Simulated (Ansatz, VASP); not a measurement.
# Ge: VASP beside Ansatz

The input POSCAR:

```
Ge
1.0
   -4.0034553964      0.0000000000      0.0000000000
   -2.0017276982     -3.4670940762      0.0000000000
    0.0000000000      0.0000000000     13.1526505051
Ge
8
Direct
    0.0000000000      1.0000000000      0.4068365158
    0.0000000000      0.0000000000      0.5931634842
    0.0000000000      0.0000000000      0.9068365158
    0.0000000000      1.0000000000      0.0931634842
    0.3333333333      0.3333333333      0.3441163200
    0.6666666667      0.6666666667      0.6558836800
    0.6666666667      0.6666666667      0.8441163200
    0.3333333333      0.3333333333      0.1558836800
```

INCAR.step1

```
ALGO = Normal ; EDIFF = 1E-4
ENCUT = 520 ; GGA = PE
ISMEAR = 0 ; LASPH = T
LCHARG = F ; LREAL = F
LWAVE = T ; NBANDS = 66
NELM = 100 ; PREC = Accurate
SIGMA = 0.03
```

File INCAR.step2:

```
ALGO = Normal ; EDIFF = 1E-6
ENCUT = 520 ; ISIF = 2
ISMEAR = 0 ; ISTART = 1
LASPH = T ; LCHARG = F
LMIXTAU = T ; LREAL = F
LWAVE = F ; METAGGA = R2SCAN
NBANDS = 66 ; NELM = 100
PREC = Accurate ; SIGMA = 0.03
```

Contents of KPOINTS:

```
k-points
0
Gamma
  10 10 3
```

Input for Ansatz:

```yaml
crystal:
  lattice:
    - [-4.0034553964, 0.0, 0.0]
    - [-2.0017276982, -3.4670940762, 0.0]
    - [0.0, 0.0, 13.1526505051]
  atoms:
    - { symbol: Ge, position: [0.0, 1.0, 0.4068365158] }
    - { symbol: Ge, position: [0.0, 0.0, 0.5931634842] }
    - { symbol: Ge, position: [0.0, 0.0, 0.9068365158] }
    - { symbol: Ge, position: [0.0, 1.0, 0.0931634842] }
    - { symbol: Ge, position: [0.3333333333, 0.3333333333, 0.34411632] }
    - { symbol: Ge, position: [0.6666666667, 0.6666666667, 0.65588368] }
    - { symbol: Ge, position: [0.6666666667, 0.6666666667, 0.84411632] }
    - { symbol: Ge, position: [0.3333333333, 0.3333333333, 0.15588368] }
basis:
  ecutwfc: 500
kpoints:
  mp_grid: { grid: [10, 10, 3] }
hamiltonian:
  xc: r2scan
scf:
  occupations: { method: gaussian, width: 0.03 }
output:
  forces: true
  stress: true
  eigenvalues: true
```

Alike in both runs: task single point; functional r2SCAN; k mesh 10 × 10 × 3; occupations gaussian, width 0.03 eV; no spin polarisation.

|  | VASP | Ansatz |
| --- | --- | --- |
| version | VASP 6.6.1 | Ansatz 0.2.0 |
| potentials or method | VASP PAW PBE potentials, release 64 (Ge_d), cutoff 520 eV | scalar-relativistic, plane waves, PAW |
| valence electrons in the cell | 112 | 112 |

|  | VASP | Ansatz | Ansatz less VASP |
| --- | --- | --- | --- |
| gap on the k mesh at the Fermi level (eV) | 0.25 | 0.27 | +0.021 |
| least direct gap on the mesh (eV) | 0.25 | 0.27 | +0.021 |
| pressure (GPa) | 0.1 | 0.0 | -0.09 |
| rms of the force components (eV/Å) | 0.004 | 0.001 | -0.0034 |

VASP's potentials were made for PBE, not for r2SCAN. Atom by atom the forces differ by 0.004 eV/Å (rms over components).
